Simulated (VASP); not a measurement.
# Sb2Se3 (Pnma) in VASP: electric field gradients with PBE

Aim: the electric field gradients of Sb2Se3 with PBE.

Everything below comes from runs of VASP 6.6.1. Logs are shortened: lines on timing, memory, paths and dates and some standing lists are left out, and cuts for length are marked.

## 1. The cell of the first run

The structure is orthorhombic, space group Pnma (No. 62). Conventional cell: a = 11.652 Å, b = 3.922 Å, c = 11.620 Å, α = 90.00°, β = 90.00°, γ = 90.00°. Sb (site symmetry m) has 7 Se at 2.69 to 3.63 Å within 3.7 Å. Sb (site symmetry m) has 7 Se at 2.61 to 3.42 Å within 3.5 Å. Se (site symmetry m) has 5 Sb at 2.61 to 3.16 Å within 3.4 Å. Se (site symmetry m) has 5 Sb at 2.69 to 3.42 Å and 1 Se at 3.41 Å within 3.5 Å. Se (site symmetry m) has 4 Sb at 2.69 to 3.63 Å and 9 Se at 3.41 to 3.92 Å within 4.0 Å.

## 2. Electric field gradients, PBE (x and y stretched by -1 %)

The input, INCAR:

```
SYSTEM = Sb2Se3
ALGO = Normal
EDIFF = 1E-8
ENCUT = 520
GGA = PE
ISIF = 2
ISMEAR = -1
LASPH = .TRUE.
LCHARG = .FALSE.
LEFG = .TRUE.
LREAL = Auto
LWAVE = .FALSE.
NBANDS = 72
NELM = 80
PREC = Accurate
SIGMA = 0.02
```

The input, KPOINTS:

```
k-points
0
G
  3 7 3
  0 0 0
```

The input, POSCAR:

```
Sb2Se3
1.0
   11.6523000000      0.0000000000      0.0000000000
    0.0000000000      3.9223800000      0.0000000000
    0.0000000000      0.0000000000     11.6200000000
Sb Se
8 12
Direct
    0.0255713832      0.2500000000      0.3283515962
    0.9744286168      0.7500000000      0.6716484038
    0.4744286168      0.7500000000      0.8283515962
    0.5255713832      0.2500000000      0.1716484038
    0.1487816596      0.7500000000      0.0390513175
    0.8512183404      0.2500000000      0.9609486825
    0.3512183404      0.2500000000      0.5390513175
    0.6487816596      0.7500000000      0.4609486825
    0.0553799225      0.2500000000      0.8689416151
    0.9446200775      0.7500000000      0.1310583849
    0.4446200775      0.7500000000      0.3689416151
    0.5553799225      0.2500000000      0.6310583849
    0.1289032047      0.7500000000      0.4474976074
    0.8710967953      0.2500000000      0.5525023926
    0.3710967953      0.2500000000      0.9474976074
    0.6289032047      0.7500000000      0.0525023926
    0.2151607997      0.2500000000      0.1957504168
    0.7848392003      0.7500000000      0.8042495832
    0.2848392003      0.7500000000      0.6957504168
    0.7151607997      0.2500000000      0.3042495832
```

Potentials or basis: VASP PAW PBE potentials, release 64 (Sb, Se).

Run with:

```console
$ cat potpaw_PBE.64/Sb/POTCAR potpaw_PBE.64/Se/POTCAR > POTCAR
$ mpirun -np 1 vasp_std > vasp.out
```

OUTCAR:

```text
SYSTEM = Sb2Se3
   EDIFF = 1E-8
   ENCUT = 520
   GGA = PE
   ISIF = 2
   ISMEAR = -1
   LASPH = .TRUE.
   LREAL = Auto
   NELM = 80
   PREC = Accurate

 ion  position               nearest neighbor table
   1  0.026  0.250  0.328-  13 2.69  13 2.69  17 2.69  10 3.16  10 3.16  14 3.17
   2  0.974  0.750  0.672-  14 2.69  14 2.69  18 2.69   9 3.16   9 3.16  13 3.17
   3  0.474  0.750  0.828-  15 2.69  15 2.69  19 2.69  12 3.16  12 3.16  16 3.17
   4  0.526  0.250  0.172-  16 2.69  16 2.69  20 2.69  11 3.16  11 3.16  15 3.17
   5  0.149  0.750  0.039-  10 2.61  17 2.79  17 2.79   9 2.99   9 2.99
   6  0.851  0.250  0.961-   9 2.61  18 2.79  18 2.79  10 2.99  10 2.99
   7  0.351  0.250  0.539-  12 2.61  19 2.79  19 2.79  11 2.99  11 2.99
   8  0.649  0.750  0.461-  11 2.61  20 2.79  20 2.79  12 2.99  12 2.99
   9  0.055  0.250  0.869-   6 2.61   5 2.99   5 2.99   2 3.16   2 3.16
  10  0.945  0.750  0.131-   5 2.61   6 2.99   6 2.99   1 3.16   1 3.16
  11  0.445  0.750  0.369-   8 2.61   7 2.99   7 2.99   4 3.16   4 3.16
  12  0.555  0.250  0.631-   7 2.61   8 2.99   8 2.99   3 3.16   3 3.16
  13  0.129  0.750  0.447-   1 2.69   1 2.69   2 3.17
  14  0.871  0.250  0.553-   2 2.69   2 2.69   1 3.17
  15  0.371  0.250  0.947-   3 2.69   3 2.69   4 3.17
  16  0.629  0.750  0.053-   4 2.69   4 2.69   3 3.17
  17  0.215  0.250  0.196-   1 2.69   5 2.79   5 2.79
  18  0.785  0.750  0.804-   2 2.69   6 2.79   6 2.79
  19  0.285  0.750  0.696-   3 2.69   7 2.79   7 2.79
  20  0.715  0.250  0.304-   4 2.69   8 2.79   8 2.79

  LATTYP: Found a simple orthorhombic cell.
 ALAT       =     3.9223800000
 B/A-ratio  =     2.9624870614
 C/A-ratio  =     2.9707218576

  Lattice vectors:

 A1 = (   0.0000000000,   3.9223800000,   0.0000000000)
 A2 = (   0.0000000000,   0.0000000000,  11.6200000000)
 A3 = (  11.6523000000,   0.0000000000,   0.0000000000)

Analysis of symmetry for initial positions (statically):
=====================================================================
 Subroutine PRICEL returns:
 Original cell was already a primitive cell.

 Routine SETGRP: Setting up the symmetry group for a
 simple orthorhombic supercell.

 Subroutine GETGRP returns: Found  8 space group operations
 (whereof  2 operations were pure point group operations)
 out of a pool of  8 trial point group operations.

The static configuration has the point symmetry S_2 .
 The point group associated with its full space group is D_2h.

Analysis of symmetry for dynamics (positions and initial velocities):
=====================================================================
 Subroutine PRICEL returns:
 Original cell was already a primitive cell.

 Routine SETGRP: Setting up the symmetry group for a
 simple orthorhombic supercell.

 Subroutine GETGRP returns: Found  8 space group operations
 (whereof  2 operations were pure point group operations)
 out of a pool of  8 trial point group operations.

The dynamic configuration has the point symmetry S_2 .
 The point group associated with its full space group is D_2h.

 Subroutine INISYM returns: Found  8 space group operations
 (whereof  2 operations are pure point group operations),
 and found     1 'primitive' translations

----------------------------------------------------------------------------------------

                                     Primitive cell

  volume of cell :     531.0892

  direct lattice vectors                    reciprocal lattice vectors
    11.652300000  0.000000000  0.000000000     0.085819967  0.000000000  0.000000000
     0.000000000  3.922380000  0.000000000     0.000000000  0.254947251  0.000000000
     0.000000000  0.000000000 11.620000000     0.000000000  0.000000000  0.086058520

  length of vectors
    11.652300000  3.922380000 11.620000000     0.085819967  0.254947251  0.086058520

  position of ions in fractional coordinates (direct lattice)
     0.025571383  0.250000000  0.328351596
     0.974428617  0.750000000  0.671648404
     0.474428617  0.750000000  0.828351596
     0.525571383  0.250000000  0.171648404
     0.148781660  0.750000000  0.039051317
     0.851218340  0.250000000  0.960948683
[... 12 lines left out ...]
     0.284839200  0.750000000  0.695750417
     0.715160800  0.250000000  0.304249583

  ion indices of the primitive-cell ions
[... 95 lines left out ...]
   NELECT =     112.0000    total number of electrons
   NUPDOWN=      -1.0000    fix difference up-down
   EMIN   =  10.00;   EMAX   =-10.00  energy-range for DOS
   EFERMI =   0.00;   METHOD = LEGACY
   ISMEAR =    -1;   SIGMA  =   0.02  broadening in eV -4-tet -1-fermi 0-gaus
   EFERMI_NEDOS =   21; number of points for ismear=-14 and -15
   IALGO  =     38    algorithm
   IMIX   =      4    mixing-type and parameters
     AMIX     =   0.40;   BMIX     =  1.00
     AMIX_MAG =   1.60;   BMIX_MAG =  1.00
  volume/ion in A,a.u.               =      26.55       179.20
  Fermi-wavevector in a.u.,A,eV,Ry     =   0.974447  1.841438 12.919379  0.949548
  Thomas-Fermi vector in A             =   2.104908
   LORBIT       =      0    0 simple, 1 ext, 2 COOP (PROOUT), +10 PAW based schemes
   GGA     = PE    functional components
   LHFCALC =     F    Hartree Fock is set to
   AEXX    =    0.0000 exact exchange contribution
   IVDW    =     0    specifies the selected vdW correction
   LEPSILON=     F    determine dielectric tensor
   LRPA    =     F    only Hartree local field effects (RPA)
 non-spin polarized calculation
  energy-cutoff  :      520.00
  volume of cell :      531.09
 maximum number of plane-waves:     14347
 NGX is ok and might be reduce to    90
   NGX = 43   NGY = 15   NGZ = 43

 number of electron     111.9999997 magnetization

 Free energy of the ion-electron system (eV)
  ---------------------------------------------------
  ext. energy  EPLUGINS =         0.00000000
  ---------------------------------------------------
  free energy    TOTEN  =       -79.95331181 eV

  energy without entropy =      -79.95331181  energy(sigma->0) =      -79.95331181

 E-fermi :   5.3376     XC(G=0):  -9.4570

 val. band max:        4.8983653068   @ k =   0.3333   0.0000   0.0000
 cond. band min:       5.8149991480   @ k =   0.3333   0.2857   0.0000
 fundamental gap:      0.9166338412
 Fermi energy:         5.3376392982

 k-point     1 :       0.0000    0.0000    0.0000
  band No.  band energies     occupation
      1      -9.4241      2.00000
      2      -9.0558      2.00000
      3      -8.7819      2.00000
      4      -8.6756      2.00000
      5      -8.6449      2.00000
      6      -8.3518      2.00000
[... 1125 lines left out ...]
     67       7.8082      0.00000
     68       7.8899      0.00000
 [bands above 68 left out]

------------------------ aborting loop because EDIFF is reached ----------------------------------------

  FORCE on cell =-STRESS in cart. coord.  units (eV):
  Direction    XX          YY          ZZ          XY          YZ          ZX
  --------------------------------------------------------------------------------------
  -------------------------------------------------------------------------------------
  Total       11.4561475     12.4501985      7.8127884      0.0000000      0.0000000      0.0000000
  in kB       34.5606362     37.5594658     23.5694361      0.0000000      0.0000000      0.0000000
  external PRESSURE =      31.8965127 kB  Pullay stress =       0.0000000 kB

 VOLUME and BASIS-vectors are now :
 -----------------------------------------------------------------------------
  energy-cutoff  :      520.00
  volume of cell :      531.09
      direct lattice vectors                 reciprocal lattice vectors
    11.652300000  0.000000000  0.000000000     0.085819967  0.000000000  0.000000000
     0.000000000  3.922380000  0.000000000     0.000000000  0.254947251  0.000000000
     0.000000000  0.000000000 11.620000000     0.000000000  0.000000000  0.086058520

 POSITION                                       TOTAL-FORCE (eV/Angst)
 -----------------------------------------------------------------------------------
      0.29797      0.98059      3.81545        -0.167702     -0.000000     -0.064260
     11.35433      2.94178      7.80455         0.167702      0.000000      0.064260
      5.52818      2.94178      9.62545         0.167702     -0.000000     -0.064260
      6.12412      0.98059      1.99455        -0.167702      0.000000      0.064260
      1.73365      2.94178      0.45378         0.151866      0.000000     -0.122031
      9.91865      0.98059     11.16622        -0.151866     -0.000000      0.122031
[... 12 lines left out ...]
      3.31903      2.94178      8.08462        -0.151054      0.000000      0.064707
      8.33327      0.98059      3.53538         0.151054      0.000000     -0.064707
 -----------------------------------------------------------------------------------
    total drift:                                0.000000     -0.000000     -0.000000

  FREE ENERGIE OF THE ION-ELECTRON SYSTEM (eV)
  ---------------------------------------------------
  free  energy   TOTEN  =       -79.9533118107 eV

  energy  without entropy=      -79.9533118107  energy(sigma->0) =      -79.95331181

 Electric field gradients (V/A^2)
---------------------------------------------------------------------
 ion       V_xx      V_yy      V_zz      V_xy      V_xz      V_yz
---------------------------------------------------------------------
   1     -96.810    21.117    75.693    -0.000   -29.377    -0.000
   2     -96.810    21.117    75.693     0.000   -29.377     0.000
   3     -96.810    21.117    75.693    -0.000    29.377    -0.000
   4     -96.810    21.117    75.693     0.000    29.377     0.000
   5     -56.079    65.895    -9.816     0.000   102.147    -0.000
   6     -56.079    65.895    -9.816    -0.000   102.147    -0.000
[... 12 lines left out ...]
  19     -28.797   -20.532    49.329    -0.000    55.121    -0.000
  20     -28.797   -20.532    49.329    -0.000    55.121    -0.000
---------------------------------------------------------------------

 Electric field gradients after diagonalization (V/A^2)
 (convention: |V_zz| > |V_xx| > |V_yy|)
----------------------------------------------------------------------
 ion       V_xx      V_yy      V_zz     asymmetry (V_yy - V_xx)/ V_zz
----------------------------------------------------------------------
   1      80.559    21.117  -101.676       0.585
   2      80.559    21.117  -101.676       0.585
   3      80.559    21.117  -101.676       0.585
   4      80.559    21.117  -101.676       0.585
   5      71.786    65.895  -137.681       0.043
   6      71.786    65.895  -137.681       0.043
[... 12 lines left out ...]
  19     -57.293   -20.532    77.825       0.472
  20     -57.293   -20.532    77.825       0.472
----------------------------------------------------------------------

           NMR quadrupolar parameters

 Cq : quadrupolar parameter    Cq=e*Q*V_zz/h
 eta: asymmetry parameters     (V_yy - V_xx)/ V_zz
 Q  : nuclear electric quadrupole moment in mb (millibarn)
----------------------------------------------------------------------
 ion       Cq(MHz)       eta       Q (mb)
----------------------------------------------------------------------
   1      -0.246       0.585       1.000
   2      -0.246       0.585       1.000
   3      -0.246       0.585       1.000
   4      -0.246       0.585       1.000
   5      -0.333       0.043       1.000
   6      -0.333       0.043       1.000
[... 12 lines left out ...]
  19       0.188       0.472       1.000
  20       0.188       0.472       1.000
----------------------------------------------------------------------
```

Run time: 9.9 min. Hardware: 1 thread of Intel Xeon 6975P-C (Granite Rapids), shared host; peak memory 0.73 GiB.

Results:

| Item | Value |
| --- | --- |
| Free energy | -79.9533 eV |
| Pressure | 3.2 GPa |
| Largest force | 0.195 eV/Å |
| Band gap on the k mesh | 0.92 eV (least direct gap 1.04 eV) |
| Largest electric field gradient by atom | Sb -101.7, -137.7 (each value once); Se -145.4, -257.5, +77.8 (each value once) V/Å² |

Forces on the atoms (eV/Å):
```
Sb  -0.168  0.000 -0.064
Sb   0.168  0.000  0.064
Sb   0.168  0.000 -0.064
Sb  -0.168  0.000  0.064
Sb   0.152  0.000 -0.122
Sb  -0.152  0.000  0.122
Sb  -0.152  0.000 -0.122
Sb   0.152  0.000  0.122
Se   0.167  0.000 -0.064
Se  -0.167  0.000  0.064
Se  -0.167  0.000 -0.064
Se   0.167  0.000  0.064
Se   0.138  0.000  0.079
Se  -0.138  0.000 -0.079
Se  -0.138  0.000  0.079
Se   0.138  0.000 -0.079
Se   0.151  0.000  0.065
Se  -0.151  0.000 -0.065
Se  -0.151  0.000  0.065
Se   0.151  0.000 -0.065
```

Stress tensor (GPa, compression positive):
```
3.46 0.00 0.00
0.00 3.76 0.00
0.00 0.00 2.36
```

Electric field gradients, principal values (V/Å²):
```
 atom    least   middle  greatest (by size)
 1 Sb   21.117   80.559            -101.676
 2 Sb   21.117   80.559            -101.676
 3 Sb   21.117   80.559            -101.676
 4 Sb   21.117   80.559            -101.676
 5 Sb   65.895   71.786            -137.681
 6 Sb   65.895   71.786            -137.681
 7 Sb   65.895   71.786            -137.681
 8 Sb   65.895   71.786            -137.681
 9 Se    2.159  143.278            -145.438
10 Se    2.159  143.278            -145.438
11 Se    2.159  143.278            -145.438
12 Se    2.159  143.278            -145.438
13 Se  113.966  143.582            -257.548
14 Se  113.966  143.582            -257.548
15 Se  113.966  143.582            -257.548
16 Se  113.966  143.582            -257.548
17 Se  -20.532  -57.293              77.825
18 Se  -20.532  -57.293              77.825
19 Se  -20.532  -57.293              77.825
20 Se  -20.532  -57.293              77.825
```

Caveat: the cell differs from its parent crystal (x and y stretched by -1 %); the cell stands under pressure; without QUAD_EFG the Cq values of the log hold for a quadrupole moment of 1 mb, not for the nuclei; spin-orbit coupling is left out, which moves the levels of the heavy elements; an odd mesh through Γ misses points on the zone boundary, where band edges can lie.
